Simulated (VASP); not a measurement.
**Na: single point with LDA**

The system is Na.

```
Na
1.0
    -1.55462    1.55462    1.55462
     1.55462   -1.55462    1.55462
     1.55462    1.55462   -1.55462
Na
1
Direct
  0.00000 0.00000 0.00000
```

```json
{
  "Program": "VASP 6.6.1",
  "Task": "single point",
  "Functional": "LDA",
  "Potentials or basis": "VASP PAW LDA potentials, release 64 (Na_pv)",
  "Cutoff": "520 eV",
  "k mesh": "13 × 13 × 13",
  "Occupations": "fermi-dirac, width 0.05 eV",
  "Spin": "no spin polarisation"
}
```

```yaml
Pressure: 33.0 GPa
Band_gap_on_the_k_mesh: zero (an odd number of electrons rules out a gap without spin polarisation)
```

Levels at points of the mesh, in eV from the Fermi level:
| k point | band 1 | band 2 | band 3 | band 4 | band 5 | band 6 |
| --- | --- | --- | --- | --- | --- | --- |
| (0.00, 0.00, 0.00) | -25.21 | -25.21 | -25.21 | -5.89 | 18.33 | 18.33 |

It took 13 s on 1 thread of AMD EPYC 7R13 (shared host), peak memory 0.09 GiB.

Caveat: the cell stands under pressure.
